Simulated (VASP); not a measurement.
# KI (P1) in VASP: single point with PBE

Aim: the single point of KI with PBE.

All numbers are computed with VASP 6.6.1; they aren't measurements. Logs are shortened: lines on timing, memory, paths and dates and some standing lists are left out, and cuts for length are marked.

## (1) The cell of the first run

The typed cell holds 4 atoms: a = 6.039 Å, b = 6.039 Å, c = 7.039 Å, α = 90.00°, β = 90.00°, γ = 120.00°.

## (2) Single point, PBE

File INCAR:

```
  PREC = Accurate
  ENCUT = 520
  EDIFF = 1E-6
  ISMEAR = -1
  SIGMA = 0.052
  LREAL = False
  LASPH = True
  NELM = 60
  ALGO = Normal
  ISIF = 2
  LWAVE = False
  LCHARG = False
  GGA = PE
  NBANDS = 24
```

File KPOINTS:

```
Automatic mesh
0
Gamma
  6 6 2
```

File POSCAR:

```
KI
1.0
    6.0394507995      0.0000000000      0.0000000000
   -3.0197253998      5.2303178172      0.0000000000
    0.0000000000      0.0000000000      7.0391247621
K I
2 2
Direct
    0.3245938727      0.6523976399     -0.0650104971
    0.6654579169      0.3287144415      0.4351616293
    0.3390770795      0.6776842486      0.4430118950
    0.6671223726      0.3280492811      0.9350587214
```

Potentials or basis: VASP PAW PBE potentials, release 64 (K_sv, I).

On the command line:

```console
cat potpaw_PBE.64/K_sv/POTCAR potpaw_PBE.64/I/POTCAR > POTCAR
mpirun -np 1 vasp_std > vasp.out
```

OUTCAR:

```text
PREC = Accurate
   ENCUT = 520
   EDIFF = 1E-6
   ISMEAR = -1
   LREAL = False
   LASPH = True
   NELM = 60
   ISIF = 2
   GGA = PE

 ion  position               nearest neighbor table
   1  0.325  0.652  0.935-   4 3.44   3 3.47   4 3.49   4 3.53   3 3.58
   2  0.665  0.329  0.435-   3 3.41   4 3.52   4 3.52   3 3.52   3 3.53
   3  0.339  0.678  0.443-   2 3.41   1 3.47   2 3.52   2 3.53   1 3.58
   4  0.667  0.328  0.935-   1 3.44   1 3.49   2 3.52   2 3.52   1 3.53

  LATTYP: Found a hexagonal cell.
 ALAT       =     6.0394507995
 C/A-ratio  =     1.1655239848

  Lattice vectors:

 A1 = (   6.0394507995,   0.0000000000,   0.0000000000)
 A2 = (  -3.0197253998,   5.2303178172,   0.0000000000)
 A3 = (   0.0000000000,   0.0000000000,   7.0391247621)

Analysis of symmetry for initial positions (statically):
=====================================================================
 Subroutine PRICEL returns:
 Original cell was already a primitive cell.

 Routine SETGRP: Setting up the symmetry group for a
 hexagonal supercell.

 Subroutine GETGRP returns: Found  1 space group operations
 (whereof  1 operations were pure point group operations)
 out of a pool of 24 trial point group operations.

The static configuration has the point symmetry C_1 .

Analysis of symmetry for dynamics (positions and initial velocities):
=====================================================================
 Subroutine PRICEL returns:
 Original cell was already a primitive cell.

 Routine SETGRP: Setting up the symmetry group for a
 hexagonal supercell.

 Subroutine GETGRP returns: Found  1 space group operations
 (whereof  1 operations were pure point group operations)
 out of a pool of 24 trial point group operations.

The dynamic configuration has the point symmetry C_1 .

 Subroutine INISYM returns: Found  1 space group operations
 (whereof  1 operations are pure point group operations),
 and found     1 'primitive' translations

----------------------------------------------------------------------------------------

                                     Primitive cell

  volume of cell :     222.3536

  direct lattice vectors                    reciprocal lattice vectors
     6.039450799  0.000000000  0.000000000     0.165577969  0.095596485  0.000000000
    -3.019725400  5.230317817  0.000000000     0.000000000  0.191192970  0.000000000
     0.000000000  0.000000000  7.039124762     0.000000000  0.000000000  0.142063116

  length of vectors
     6.039450799  6.039450799  7.039124762     0.191192970  0.191192970  0.142063116

  position of ions in fractional coordinates (direct lattice)
     0.324593873  0.652397640  0.934989503
     0.665457917  0.328714441  0.435161629
     0.339077080  0.677684249  0.443011895
     0.667122373  0.328049281  0.935058721

  ion indices of the primitive-cell ions
   primitive index   ion index
                 1           1
                 2           2
                 3           3
                 4           4

----------------------------------------------------------------------------------------

 KPOINTS: Automatic mesh

Automatic generation of k-mesh.
 Grid dimensions read from file:
 generate k-points for:    6    6    2

 Generating k-lattice:

  Cartesian coordinates                     Fractional coordinates (reciprocal lattice)
     0.027596328  0.015932748  0.000000000     0.166666667  0.000000000  0.000000000
     0.000000000  0.031865495  0.000000000     0.000000000  0.166666667  0.000000000
     0.000000000  0.000000000  0.071031558     0.000000000  0.000000000  0.500000000

  Length of vectors
     0.031865495  0.031865495  0.071031558

  Shift w.r.t. Gamma in fractional coordinates (k-lattice)
     0.000000000  0.000000000  0.000000000

 Subroutine IBZKPT returns following result:
 ===========================================

 Found     40 irreducible k-points:

 Following reciprocal coordinates:
            Coordinates               Weight
  0.000000  0.000000  0.000000      1.000000
  0.166667 -0.000000  0.000000      2.000000
  0.000000  0.166667  0.000000      2.000000
 -0.166667  0.166667  0.000000      2.000000
  0.333333  0.000000  0.000000      2.000000
  0.000000  0.333333  0.000000      2.000000
[... 16 lines left out ...]
  0.000000  0.166667  0.500000      2.000000
 -0.166667  0.166667  0.500000      2.000000
 [... further k-points ...]
   k-points           NKPTS =     40   k-points in BZ     NKDIM =     40   number of bands    NBANDS=     24
   number of dos      NEDOS =    301   number of ions     NIONS =      4
   total plane-waves  NPLWV = 124416
   dimension x,y,z NGX =    48 NGY =   48 NGZ =   54
   dimension x,y,z NGXF=    96 NGYF=   96 NGZF=  108
   ions per type =               2   2
   NGX,Y,Z   is equivalent  to a cutoff of  13.21, 13.21, 12.75 a.u.
   NGXF,Y,Z  is equivalent  to a cutoff of  26.43, 26.43, 25.51 a.u.
 SYSTEM =  unknown system
   PREC   = accura    normal or accurate (medium, high low for compatibility)
   ISTART =      0    job   : 0-new  1-cont  2-samecut
   ICHARG =      2    charge: 1-file 2-atom 10-const
   ISPIN  =      1    spin polarized calculation?
   LNONCOLLINEAR =      F non collinear calculations
   LSORBIT =      F    spin-orbit coupling
   LASPH  =      T    aspherical Exc in radial PAW
   ENCUT  =  520.0 eV  38.22 Ry    6.18 a.u.  11.23 11.23 13.09*2*pi/ulx,y,z
   NELM   =     60;   NELMIN=  2; NELMDL= -5     # of ELM steps
   EDIFF  = 0.1E-05   stopping-criterion for ELM
   LREAL  =      F    real-space projection
   EDIFFG = 0.1E-04   stopping-criterion for IOM
   NSW    =      0    number of steps for IOM
   IBRION =     -1    ionic relax: 0-MD 1-quasi-New 2-CG
   NFREE  =      0    steps in history (QN), initial steepest desc. (CG)
   ISIF   =      2    stress and relaxation
   ISYM   =      2    0-nonsym 1-usesym 2-fastsym
   POTIM  = 0.5000    time-step for ionic-motion
   TEBEG  =    0.0;   TEEND  =   0.0 temperature during run
   PSTRESS=    0.0 pullay stress
   NELECT =      32.0000    total number of electrons
   NUPDOWN=      -1.0000    fix difference up-down
   EMIN   =  10.00;   EMAX   =-10.00  energy-range for DOS
   EFERMI =   0.00;   METHOD = LEGACY
   ISMEAR =    -1;   SIGMA  =   0.05  broadening in eV -4-tet -1-fermi 0-gaus
   EFERMI_NEDOS =   21; number of points for ismear=-14 and -15
   IALGO  =     38    algorithm
   IMIX   =      4    mixing-type and parameters
     AMIX     =   0.40;   BMIX     =  1.00
     AMIX_MAG =   1.60;   BMIX_MAG =  1.00
  volume/ion in A,a.u.               =      55.59       375.13
  Fermi-wavevector in a.u.,A,eV,Ry     =   0.857913  1.621221 10.014096  0.736015
  Thomas-Fermi vector in A             =   1.975039
   LORBIT       =      0    0 simple, 1 ext, 2 COOP (PROOUT), +10 PAW based schemes
   GGA     = PE    functional components
   LHFCALC =     F    Hartree Fock is set to
   AEXX    =    0.0000 exact exchange contribution
   IVDW    =     0    specifies the selected vdW correction
   LEPSILON=     F    determine dielectric tensor
   LRPA    =     F    only Hartree local field effects (RPA)
 non-spin polarized calculation
  energy-cutoff  :      520.00
  volume of cell :      222.35
 maximum number of plane-waves:      6038
 NGX is ok and might be reduce to    48
   NGX = 23   NGY = 23   NGZ = 27

 number of electron      31.9999997 magnetization

 Free energy of the ion-electron system (eV)
  ---------------------------------------------------
  ext. energy  EPLUGINS =         0.00000000
  ---------------------------------------------------
  free energy    TOTEN  =       -10.95177602 eV

  energy without entropy =      -10.95177602  energy(sigma->0) =      -10.95177602

 E-fermi :  -0.2749     XC(G=0):  -6.1348

 val. band max:       -1.4702027377   @ k =   0.0000   0.0000   0.0000
 cond. band min:       2.3123677430   @ k =   0.0000   0.0000   0.0000
 fundamental gap:      3.7825704807
 Fermi energy:        -0.2749077370

 k-point     1 :       0.0000    0.0000    0.0000
  band No.  band energies     occupation
      1     -30.1062      2.00000
      2     -30.1038      2.00000
      3     -13.6219      2.00000
      4     -13.6183      2.00000
      5     -13.6178      2.00000
      6     -13.6033      2.00000
[... 16 lines left out ...]
     23       5.6248      0.00000
     24       6.6072      0.00000

 k-point     2 :       0.1667   -0.0000    0.0000
  band No.  band energies     occupation
      1     -30.1060      2.00000
      2     -30.1039      2.00000
      3     -13.6286      2.00000
      4     -13.6199      2.00000
      5     -13.6188      2.00000
      6     -13.6141      2.00000
[... 16 lines left out ...]
     23       5.8444      0.00000
     24       6.0726      0.00000

 k-point     3 :       0.0000    0.1667    0.0000
  band No.  band energies     occupation
      1     -30.1060      2.00000
      2     -30.1039      2.00000
      3     -13.6288      2.00000
      4     -13.6198      2.00000
      5     -13.6193      2.00000
      6     -13.6145      2.00000
[... 16 lines left out ...]
     23       5.8380      0.00000
     24       6.0275      0.00000

 k-point     4 :      -0.1667    0.1667    0.0000
  band No.  band energies     occupation
      1     -30.1060      2.00000
      2     -30.1039      2.00000
      3     -13.6281      2.00000
      4     -13.6198      2.00000
      5     -13.6189      2.00000
      6     -13.6143      2.00000
[... 16 lines left out ...]
     23       5.8455      0.00000
     24       6.0683      0.00000

 k-point     5 :       0.3333    0.0000    0.0000
  band No.  band energies     occupation
      1     -30.1056      2.00000
      2     -30.1042      2.00000
      3     -13.6481      2.00000
      4     -13.6387      2.00000
      5     -13.6209      2.00000
      6     -13.6128      2.00000
[... 16 lines left out ...]
     23       5.7937      0.00000
     24       6.1576      0.00000

 k-point     6 :       0.0000    0.3333    0.0000
  band No.  band energies     occupation
      1     -30.1056      2.00000
      2     -30.1042      2.00000
      3     -13.6500      2.00000
      4     -13.6372      2.00000
      5     -13.6215      2.00000
      6     -13.6134      2.00000
[... 16 lines left out ...]
     23       5.7922      0.00000
     24       6.1222      0.00000
[... 379 lines left out ...]
 k-point    21 :       0.0000    0.0000    0.5000
  band No.  band energies     occupation
      1     -30.1052      2.00000
      2     -30.1048      2.00000
      3     -13.6355      2.00000
      4     -13.6327      2.00000
      5     -13.6112      2.00000
      6     -13.6106      2.00000
[... 16 lines left out ...]
     23       6.4701      0.00000
     24       6.5128      0.00000

 k-point    22 :       0.1667   -0.0000    0.5000
  band No.  band energies     occupation
      1     -30.1051      2.00000
      2     -30.1048      2.00000
      3     -13.6548      2.00000
      4     -13.6529      2.00000
      5     -13.6113      2.00000
      6     -13.6105      2.00000
[... 16 lines left out ...]
     23       6.3418      0.00000
     24       6.3836      0.00000

 k-point    23 :       0.0000    0.1667    0.5000
  band No.  band energies     occupation
      1     -30.1051      2.00000
      2     -30.1048      2.00000
      3     -13.6553      2.00000
      4     -13.6520      2.00000
      5     -13.6118      2.00000
      6     -13.6100      2.00000
[... 16 lines left out ...]
     23       6.3208      0.00000
     24       6.3593      0.00000

 k-point    24 :      -0.1667    0.1667    0.5000
  band No.  band energies     occupation
      1     -30.1051      2.00000
      2     -30.1048      2.00000
      3     -13.6541      2.00000
      4     -13.6523      2.00000
      5     -13.6111      2.00000
      6     -13.6105      2.00000
[... 16 lines left out ...]
     23       6.3573      0.00000
     24       6.4002      0.00000

 [... further k-points ...]

------------------------ aborting loop because EDIFF is reached ----------------------------------------

  FORCE on cell =-STRESS in cart. coord.  units (eV):
  Direction    XX          YY          ZZ          XY          YZ          ZX
  --------------------------------------------------------------------------------------
  -------------------------------------------------------------------------------------
  Total        0.2624576      0.4402105      0.5534822      0.0668979     -0.0114182     -0.0007299
  in kB        1.8911481      3.1719536      3.9881369      0.4820356     -0.0822743     -0.0052596
  external PRESSURE =       3.0170795 kB  Pullay stress =       0.0000000 kB

 VOLUME and BASIS-vectors are now :
 -----------------------------------------------------------------------------
  energy-cutoff  :      520.00
  volume of cell :      222.35
      direct lattice vectors                 reciprocal lattice vectors
     6.039450799  0.000000000  0.000000000     0.165577969  0.095596485  0.000000000
    -3.019725400  5.230317817  0.000000000     0.000000000  0.191192970  0.000000000
     0.000000000  0.000000000  7.039124762     0.000000000  0.000000000  0.142063116

 POSITION                                       TOTAL-FORCE (eV/Angst)
 -----------------------------------------------------------------------------------
     -0.00969      3.41225      6.58151         0.034172      0.055248      0.059276
      3.02637      1.71928      3.06316        -0.004653      0.090821      0.003323
      0.00142      3.54450      3.11842         0.005415     -0.108794     -0.083482
      3.03843      1.71580      6.58199        -0.034934     -0.037274      0.020882
 -----------------------------------------------------------------------------------
    total drift:                               -0.000051      0.000072     -0.000157

  FREE ENERGIE OF THE ION-ELECTRON SYSTEM (eV)
  ---------------------------------------------------
  free  energy   TOTEN  =       -10.9517760163 eV

  energy  without entropy=      -10.9517760163  energy(sigma->0) =      -10.95177602
```

It took 2.8 min on 1 thread of Intel Xeon 6975P-C (Granite Rapids), shared host; peak memory 0.43 GiB.

What came out:

```yaml
Free_energy: -10.9518 eV
Pressure: 0.3 GPa
Largest_force: 0.137 eV/Å
Band_gap_on_the_k_mesh: 3.78 eV
```

Forces in eV/Å, atoms in the order of the input:
```
K    0.034  0.055  0.059
K   -0.005  0.091  0.003
I    0.005 -0.109 -0.083
I   -0.035 -0.037  0.021
```

Stress tensor (GPa, compression positive):
```
 0.19  0.05  0.00
 0.05  0.32 -0.01
 0.00 -0.01  0.40
```

Levels at points of the mesh, in eV from the valence-band top:
```
           k point  band 14  band 15  band 16  band 17  band 18  band 19
(0.00, 0.00, 0.00)    -0.30    -0.27     0.00     3.78     5.78     6.33
(0.50, 0.00, 0.00)    -0.50    -0.29    -0.16     5.34     5.59     5.80
(0.00, 0.50, 0.00)    -0.50    -0.34    -0.17     5.30     5.61     5.84
(0.50, 0.50, 0.00)    -0.50    -0.28    -0.16     5.36     5.59     5.78
(0.00, 0.00, 0.50)    -0.44    -0.42    -0.42     4.94     4.94     6.91
(0.50, 0.00, 0.50)    -0.39    -0.27    -0.27     5.43     5.46     7.06
(0.00, 0.50, 0.50)    -0.39    -0.26    -0.25     5.41     5.46     6.99
(0.50, 0.50, 0.50)    -0.40    -0.28    -0.27     5.45     5.47     7.08
```

Caveat: the k points lie up to 0.45 Å⁻¹ apart; the atoms stand as in a frame of molecular dynamics; the structure was generated, so it needn't be the stable form of KI; spin-orbit coupling is left out, which moves the levels of the heavy elements.
